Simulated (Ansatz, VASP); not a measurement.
# Sr3Al2Tl2 in VASP and in Ansatz

File INCAR:

```
PREC = Accurate
ENCUT = 520
EDIFF = 1E-6
ISMEAR = 0
SIGMA = 0.0722
LREAL = F
LASPH = T
NELM = 80
ALGO = Normal
ISIF = 2
LWAVE = F
LCHARG = T
GGA = PE
LELF = T
LVHAR = T
NBANDS = 40
```

The input KPOINTS:

```
regular mesh
0
Gamma
  7 7 7
```

File POSCAR:

```
Sr3Al2Tl2
1.0
    0.0000000000      0.0000000000      5.0031730000
    4.5184400000      0.0000000000      0.0000000000
    2.2592200000     10.0159610000     -2.5015870000
Tl Al Sr
2 2 3
Direct
    0.3584000000      0.6416000000      0.7168000000
    0.6416000000      0.3584000000      0.2832000000
    0.4351000000      0.0649000000      0.8702000000
    0.5649000000      0.9351000000      0.1298000000
    0.0000000000      0.5000000000      0.0000000000
    0.1832000000      0.8168000000      0.3664000000
    0.8168000000      0.1832000000      0.6336000000
```

Input for Ansatz:

```yaml
crystal:
  lattice:
    - [0.0, 0.0, 5.003173]
    - [4.51844, 0.0, 0.0]
    - [2.25922, 10.015961, -2.501587]
  atoms:
    - { symbol: Tl, position: [0.3584, 0.6416, 0.7168] }
    - { symbol: Tl, position: [0.6416, 0.3584, 0.2832] }
    - { symbol: Al, position: [0.4351, 0.0649, 0.8702] }
    - { symbol: Al, position: [0.5649, 0.9351, 0.1298] }
    - { symbol: Sr, position: [0.0, 0.5, 0.0] }
    - { symbol: Sr, position: [0.1832, 0.8168, 0.3664] }
    - { symbol: Sr, position: [0.8168, 0.1832, 0.6336] }
  symmetry: { tolerance: 0.0003 }
kpoints:
  mp_grid: { grid: [7, 7, 7], shift: [0, 0, 0] }
  band_path:
    path:
      - [0.0, 0.0, 0.0]
      - [0.0, 0.0, -0.5]
      - [0.0, -0.4745609, -0.73728045]
      - [0.0, -0.5254391, -0.26271955]
      - [0.0, 0.0, 0.0]
      - [-0.53119003, 0.0, 0.26559502]
      - [-0.46880997, 0.0, -0.26559502]
      - [0.0, 0.0, -0.5]
      - [0.0, 0.0, 0.0]
      - [0.0, -0.5, -0.5]
      - [-0.5, -0.5, -0.25]
    npoints: 6
magnetization:
  spin_polarized: false
scf:
  occupations: { method: gaussian, width: 0.0722 }
  lower_state_search: "off"
  max_iter: 200
hamiltonian:
  pseudopotentials: { kind: paw }
  xc: pbe
basis:
  ecutwfc: 420
  fft_grid_basis: typed
output:
  forces: true
  stress: true
  eigenvalues: true
  bader: true
  populations: true
  elf: true
  write_potential: true
  volumetric_format: npy
  dos:
    e_range: [-12, 8]
    de: 0.05
    projected: { site_lists: { Al: [Al], Sr: [Sr], Tl: [Tl] } }
checkpoint:
  read: saved_state
```

Alike in both runs: task single point; functional PBE; k mesh 7 × 7 × 7; occupations gaussian, width 0.0722 eV; no spin polarisation.

```csv
,VASP,Ansatz
version,VASP 6.6.1,Ansatz 0.2.0
potentials or method,"VASP PAW PBE potentials, release 64 (Tl_d, Al, Sr_sv), cutoff 520 eV",PAW plane waves
valence electrons in the cell,62,62
```

Ansatz gave:

| Quantity | Value |
| --- | --- |
| pressure (GPa) | 1.0 |
| traceless stress, the component that is largest in VASP (GPa) | 0.90 |
| rms of the force components (eV/Å) | 0.106 |

**Question.** Which values does VASP return?

**Answer.** Pressure (GPa): 1.0; traceless stress, the component that is largest in VASP (GPa): 0.89; rms of the force components (eV/Å): 0.105.

Atom by atom the forces differ by 0.002 eV/Å (rms over components). The functional is the same, so the differences come from potentials, cutoffs and numerics.

Neither program's run includes spin-orbit coupling.
